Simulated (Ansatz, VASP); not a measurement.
## Au: VASP beside Ansatz

File INCAR:

```
SYSTEM = Au
PREC = Accurate ; ENCUT = 600
EDIFF = 1E-6 ; ISMEAR = 0
SIGMA = 0.1 ; LREAL = .False.
LASPH = .True. ; NELM = 100
ALGO = Normal ; ISIF = 3
LWAVE = .False. ; LCHARG = .False.
GGA = PS ; IBRION = 2
NSW = 90 ; EDIFFG = -0.04
```

The input KPOINTS:

```
regular mesh
0
Gamma
  8 8 8
  0 0 0
```

POSCAR

```
Au
1.0
   -1.6572690000      1.6572690000      1.6572690000
    1.6572690000     -1.6572690000      1.6572690000
    1.6572690000      1.6572690000     -1.6572690000
Au
1
Direct
    0.0000000000      0.0000000000      0.0000000000
```

Input for Ansatz:

```yaml
crystal:
  lattice:
    - [-1.657269, 1.657269, 1.657269]
    - [1.657269, -1.657269, 1.657269]
    - [1.657269, 1.657269, -1.657269]
  atoms:
    - { symbol: Au, position: [0.0, 0.0, 0.0] }
basis:
  ecutwfc: 420
kpoints:
  mp_grid: { grid: [8, 8, 8] }
hamiltonian:
  xc: pbesol
scf:
  occupations: { method: gaussian, width: 0.1 }
  lower_state_search: "off"
output:
  forces: true
  stress: true
  eigenvalues: true
relax:
  adjacent_minimum: "off"
  f_tol: 0.04
  max_steps: 70
  cell: { stress_tol: 0.4 }
```

Alike in both runs: task relaxation of cell and atoms; functional PBEsol; k mesh 8 × 8 × 8; occupations gaussian, width 0.1 eV; no spin polarisation.

```csv
,VASP,Ansatz
version,VASP 6.6.1,Ansatz 0.2.0
potentials or method,"VASP PAW PBE potentials, release 64 (Au), cutoff 600 eV","scalar-relativistic, plane waves, PAW"
valence electrons in the cell,11,19
```

```csv
,VASP,Ansatz,Ansatz less VASP
"gap on the k mesh at the Fermi level, each at its own relaxed structure (eV)",none,none,-
relaxed volume (Å³/atom),17.04,17.02,-0.012
relaxed cell length with the largest relative difference (Å),2.808,2.807,-0.0007
```

VASP's potentials were made for PBE, not for PBEsol. A gap of «none» marks a metal or a gap that the smearing closes. VASP's potentials hold 11 valence electrons a cell and Ansatz's 19, so a difference there can come from the potentials and not from the codes.

Spin-orbit coupling is off throughout.
